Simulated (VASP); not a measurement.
# TiAl (km) (P-6m2) in VASP: single point with PBEsol

Aim: the single point of TiAl (km) with PBEsol.

All numbers are computed with VASP 6.6.1; they aren't measurements. Logs are shortened: lines on timing, memory, paths and dates and some standing lists are left out, and cuts for length are marked.

## (1) The cell of the first run

The structure is hexagonal, space group P-6m2 (No. 187). The conventional cell has a = 2.848 Å, b = 2.848 Å, c = 4.619 Å, α = 90.00°, β = 90.00°, γ = 120.00°. Within 3.7 Å of Ti (site symmetry -6m2) lie 6 Al at 2.83 Å and 6 Ti at 2.85 Å. Within 3.7 Å of Al (site symmetry -6m2) lie 6 Ti at 2.83 Å and 6 Al at 2.85 Å.

## (2) Single point, PBEsol

INCAR reads:

```
SYSTEM = TiAl
PREC     = Accurate       ! precision mode
ENCUT    = 520            ! plane-wave cutoff, eV
EDIFF    = 1E-7           ! SCF threshold, eV
ISMEAR   = 0              ! smearing method
SIGMA    = 0.1            ! smearing width, eV
LREAL    = .FALSE.        ! projectors in reciprocal space
LASPH    = .TRUE.         ! aspherical terms in the spheres
NELM     = 100            ! most SCF steps
ALGO     = Normal         ! electronic algorithm
ISIF     = 2              ! what is computed and relaxed
LWAVE    = .FALSE.        ! write WAVECAR
LCHARG   = .FALSE.        ! write CHGCAR
GGA      = PS             ! functional
NBANDS   = 14             ! bands
```

KPOINTS reads:

```
Automatic mesh
0
G
  6 6 4
  0 0 0
```

POSCAR reads:

```
TiAl
1.0
    2.8475335171      0.0000000029      0.0000000000
   -1.4237667610      2.4660363625      0.0000000000
    0.0000000000      0.0000000000      4.6192521837
Ti Al
1 1
Direct
    0.0000000000      0.0000000000      0.0000000000
    0.3333333333      0.6666666667      0.5000000000
```

Potentials or basis: VASP PAW PBE potentials, release 64 (Ti_sv, Al).

On the command line:

```
$ cat potpaw_PBE.64/Ti_sv/POTCAR potpaw_PBE.64/Al/POTCAR > POTCAR
$ mpirun -np 1 vasp_std > vasp.out
```

OUTCAR:

```text
SYSTEM = TiAl
   PREC = Accurate
   ENCUT = 520
   EDIFF = 1E-7
   ISMEAR = 0
   LREAL = .FALSE.
   LASPH = .TRUE.
   NELM = 100
   ISIF = 2
   GGA = PS

 ion  position               nearest neighbor table
   1  0.000  0.000  0.000-   2 2.83   2 2.83   2 2.83   2 2.83   2 2.83   2 2.83
   2  0.333  0.667  0.500-   1 2.83   1 2.83   1 2.83   1 2.83   1 2.83   1 2.83

  LATTYP: Found a hexagonal cell.
 ALAT       =     2.8475335171
 C/A-ratio  =     1.6221941396

  Lattice vectors:

 A1 = (   2.8475335171,   0.0000000029,   0.0000000000)
 A2 = (  -1.4237667610,   2.4660363625,   0.0000000000)
 A3 = (   0.0000000000,   0.0000000000,   4.6192521837)

Analysis of symmetry for initial positions (statically):
=====================================================================
 Subroutine PRICEL returns:
 Original cell was already a primitive cell.

 Routine SETGRP: Setting up the symmetry group for a
 hexagonal supercell.

 Subroutine GETGRP returns: Found 12 space group operations
 (whereof 12 operations were pure point group operations)
 out of a pool of 24 trial point group operations.

The static configuration has the point symmetry D_3h.

Analysis of symmetry for dynamics (positions and initial velocities):
=====================================================================
 Subroutine PRICEL returns:
 Original cell was already a primitive cell.

 Routine SETGRP: Setting up the symmetry group for a
 hexagonal supercell.

 Subroutine GETGRP returns: Found 12 space group operations
 (whereof 12 operations were pure point group operations)
 out of a pool of 24 trial point group operations.

The dynamic configuration has the point symmetry D_3h.

 Subroutine INISYM returns: Found 12 space group operations
 (whereof 12 operations are pure point group operations),
 and found     1 'primitive' translations

----------------------------------------------------------------------------------------

                                     Primitive cell

  volume of cell :      32.4369

  direct lattice vectors                    reciprocal lattice vectors
     2.847533517  0.000000003  0.000000000     0.351181116  0.202754513  0.000000000
    -1.423766761  2.466036363  0.000000000    -0.000000000  0.405509024  0.000000000
     0.000000000  0.000000000  4.619252184     0.000000000  0.000000000  0.216485258

  length of vectors
     2.847533517  2.847533517  4.619252184     0.405509024  0.405509024  0.216485258

  position of ions in fractional coordinates (direct lattice)
     0.000000000  0.000000000  0.000000000
     0.333333333  0.666666667  0.500000000

  ion indices of the primitive-cell ions
   primitive index   ion index
                 1           1
                 2           2

----------------------------------------------------------------------------------------

 KPOINTS: Automatic mesh

Automatic generation of k-mesh.
 Grid dimensions read from file:
 generate k-points for:    6    6    4

 Generating k-lattice:

  Cartesian coordinates                     Fractional coordinates (reciprocal lattice)
     0.058530186  0.033792419  0.000000000     0.166666667 -0.000000000  0.000000000
    -0.000000000  0.067584837  0.000000000     0.000000000  0.166666667  0.000000000
     0.000000000  0.000000000  0.054121314     0.000000000  0.000000000  0.250000000

  Length of vectors
     0.067584837  0.067584837  0.054121314

  Shift w.r.t. Gamma in fractional coordinates (k-lattice)
     0.000000000  0.000000000  0.000000000

 Subroutine IBZKPT returns following result:
 ===========================================

 Found     21 irreducible k-points:

 Following reciprocal coordinates:
            Coordinates               Weight
  0.000000  0.000000  0.000000      1.000000
  0.166667 -0.000000  0.000000      6.000000
  0.333333  0.000000  0.000000      6.000000
  0.500000  0.000000  0.000000      3.000000
  0.166667  0.166667  0.000000      6.000000
  0.333333  0.166667  0.000000     12.000000
[... 13 lines left out ...]
  0.333333  0.166667  0.500000     12.000000
  0.333333  0.333333  0.500000      2.000000
   k-points           NKPTS =     21   k-points in BZ     NKDIM =     21   number of bands    NBANDS=     14
   number of dos      NEDOS =    301   number of ions     NIONS =      2
   total plane-waves  NPLWV =  20736
   dimension x,y,z NGX =    24 NGY =   24 NGZ =   36
   dimension x,y,z NGXF=    48 NGYF=   48 NGZF=   72
   ions per type =               1   1
   NGX,Y,Z   is equivalent  to a cutoff of  14.01, 14.01, 12.96 a.u.
   NGXF,Y,Z  is equivalent  to a cutoff of  28.02, 28.02, 25.91 a.u.
 SYSTEM =  TiAl
   PREC   = accura    normal or accurate (medium, high low for compatibility)
   ISTART =      0    job   : 0-new  1-cont  2-samecut
   ICHARG =      2    charge: 1-file 2-atom 10-const
   ISPIN  =      1    spin polarized calculation?
   LNONCOLLINEAR =      F non collinear calculations
   LSORBIT =      F    spin-orbit coupling
   LASPH  =      T    aspherical Exc in radial PAW
   ENCUT  =  520.0 eV  38.22 Ry    6.18 a.u.   5.29  5.29  8.59*2*pi/ulx,y,z
   NELM   =    100;   NELMIN=  2; NELMDL= -5     # of ELM steps
   EDIFF  = 0.1E-06   stopping-criterion for ELM
   LREAL  =      F    real-space projection
   EDIFFG = 0.1E-05   stopping-criterion for IOM
   NSW    =      0    number of steps for IOM
   IBRION =     -1    ionic relax: 0-MD 1-quasi-New 2-CG
   NFREE  =      0    steps in history (QN), initial steepest desc. (CG)
   ISIF   =      2    stress and relaxation
   ISYM   =      2    0-nonsym 1-usesym 2-fastsym
   POTIM  = 0.5000    time-step for ionic-motion
   TEBEG  =    0.0;   TEEND  =   0.0 temperature during run
   PSTRESS=    0.0 pullay stress
   NELECT =      15.0000    total number of electrons
   NUPDOWN=      -1.0000    fix difference up-down
   EMIN   =  10.00;   EMAX   =-10.00  energy-range for DOS
   EFERMI =   0.00;   METHOD = LEGACY
   ISMEAR =     0;   SIGMA  =   0.10  broadening in eV -4-tet -1-fermi 0-gaus
   EFERMI_NEDOS =   21; number of points for ismear=-14 and -15
   IALGO  =     38    algorithm
   IMIX   =      4    mixing-type and parameters
     AMIX     =   0.40;   BMIX     =  1.00
     AMIX_MAG =   1.60;   BMIX_MAG =  1.00
  volume/ion in A,a.u.               =      16.22       109.45
  Fermi-wavevector in a.u.,A,eV,Ry     =   1.265975  2.392347 21.805970  1.602694
  Thomas-Fermi vector in A             =   2.399200
   LORBIT       =      0    0 simple, 1 ext, 2 COOP (PROOUT), +10 PAW based schemes
   GGA     = PS    functional components
   LHFCALC =     F    Hartree Fock is set to
   AEXX    =    0.0000 exact exchange contribution
   IVDW    =     0    specifies the selected vdW correction
   LEPSILON=     F    determine dielectric tensor
   LRPA    =     F    only Hartree local field effects (RPA)
 non-spin polarized calculation
 Gauss-broadening in eV      SIGMA  =   0.10
  energy-cutoff  :      520.00
  volume of cell :       32.44
 maximum number of plane-waves:       885
 NGX is ok and might be reduce to    24
   NGX = 11   NGY = 11   NGZ = 17

 number of electron      15.0000005 magnetization

 Free energy of the ion-electron system (eV)
  ---------------------------------------------------
  ext. energy  EPLUGINS =         0.00000000
  ---------------------------------------------------
  free energy    TOTEN  =       -12.94819780 eV

  energy without entropy =      -12.92715389  energy(sigma->0) =      -12.93767585

 E-fermi :   7.9899     XC(G=0): -11.1464

 val. band max:        7.9870368244   @ k =   0.3333   0.0000   0.0000
 cond. band min:       7.9959827126   @ k =   0.3333   0.3333   0.0000
 fundamental gap:      0.0089458882
 Fermi energy:         7.9898925342

 k-point     1 :       0.0000    0.0000    0.0000
  band No.  band energies     occupation
      1     -48.2107      2.00000
      2     -24.6283      2.00000
      3     -24.1952      2.00000
      4     -24.1952      2.00000
      5      -0.9884      2.00000
      6       5.7162      2.00000
      7       6.2572      2.00000
      8       9.3242      0.00000
      9       9.3242      0.00000
     10      10.8614      0.00000
     11      10.8614      0.00000
     12      12.1335      0.00000
     13      21.0722      0.00000
     14      21.0722      0.00000

 k-point     2 :       0.1667   -0.0000    0.0000
  band No.  band energies     occupation
      1     -48.1846      2.00000
      2     -24.6026      2.00000
      3     -24.3550      2.00000
      4     -24.2313      2.00000
      5      -0.2936      2.00000
      6       6.3097      2.00000
      7       6.4151      2.00000
      8       8.7435      0.00000
      9       9.8836      0.00000
     10      10.6784      0.00000
     11      11.0467      0.00000
     12      12.2701      0.00000
     13      16.1134      0.00000
     14      18.5728      0.00000

 k-point     3 :       0.3333    0.0000    0.0000
  band No.  band energies     occupation
      1     -48.1319      2.00000
      2     -24.6664      2.00000
      3     -24.5510      2.00000
      4     -24.3028      2.00000
      5       1.6922      2.00000
      6       6.4057      2.00000
      7       6.9850      2.00000
      8       7.9870      1.03221
      9      10.3318      0.00000
     10      11.2206      0.00000
     11      11.6831      0.00000
     12      11.8868      0.00000
     13      13.1179      0.00000
     14      16.7278      0.00000
[... 273 lines left out ...]
 k-point    20 :       0.3333    0.1667    0.5000
  band No.  band energies     occupation
      1     -48.1054      2.00000
      2     -24.7384      2.00000
      3     -24.5277      2.00000
      4     -24.4217      2.00000
      5       3.8290      2.00000
      6       6.5533      2.00000
      7       6.9421      2.00000
      8       7.9232      1.65448
      9       8.9877      0.00000
     10       9.2180      0.00000
     11      11.6193      0.00000
     12      12.3353      0.00000
     13      14.0887      0.00000
     14      15.3004      0.00000

 k-point    21 :       0.3333    0.3333    0.5000
  band No.  band energies     occupation
      1     -48.0921      2.00000
      2     -24.6306      2.00000
      3     -24.6273      2.00000
      4     -24.5144      2.00000
      5       5.9736      2.00000
      6       6.0721      2.00000
      7       7.3663      2.00000
      8       7.4065      2.00000
      9       8.0247      0.62284
     10       9.3112      0.00000
     11      11.4237      0.00000
     12      12.6997      0.00000
     13      13.6535      0.00000
     14      14.3123      0.00000

------------------------ aborting loop because EDIFF is reached ----------------------------------------

  FORCE on cell =-STRESS in cart. coord.  units (eV):
  Direction    XX          YY          ZZ          XY          YZ          ZX
  --------------------------------------------------------------------------------------
  -------------------------------------------------------------------------------------
  Total       -0.0394613     -0.0394613      0.0546616     -0.0000000     -0.0000000      0.0000000
  in kB       -1.9491347     -1.9491347      2.6999314     -0.0000000     -0.0000000      0.0000000
  external PRESSURE =      -0.3994460 kB  Pullay stress =       0.0000000 kB

 VOLUME and BASIS-vectors are now :
 -----------------------------------------------------------------------------
  energy-cutoff  :      520.00
  volume of cell :       32.44
      direct lattice vectors                 reciprocal lattice vectors
     2.847533517  0.000000003  0.000000000     0.351181116  0.202754513  0.000000000
    -1.423766761  2.466036363  0.000000000    -0.000000000  0.405509024  0.000000000
     0.000000000  0.000000000  4.619252184     0.000000000  0.000000000  0.216485258

 POSITION                                       TOTAL-FORCE (eV/Angst)
 -----------------------------------------------------------------------------------
      0.00000      0.00000      0.00000        -0.000000      0.000000      0.000000
     -0.00000      1.64402      2.30963         0.000000     -0.000000      0.000000
 -----------------------------------------------------------------------------------
    total drift:                                0.000000     -0.000000      0.000000

  FREE ENERGIE OF THE ION-ELECTRON SYSTEM (eV)
  ---------------------------------------------------
  free  energy   TOTEN  =       -12.9481978009 eV

  energy  without entropy=      -12.9271538922  energy(sigma->0) =      -12.93767585
```

Run time: 10 s. Hardware: 1 thread of Intel Xeon Platinum 8375C at 2.90GHz (Ice Lake), shared host; peak memory 0.15 GiB.

What came out:

| Quantity | Value |
| --- | --- |
| Free energy | -12.9482 eV |
| Pressure | 0.0 GPa |

Caveat: the k points lie up to 0.42 Å⁻¹ apart; the PAW data sets were made with another functional, which shifts forces and pressure a little.
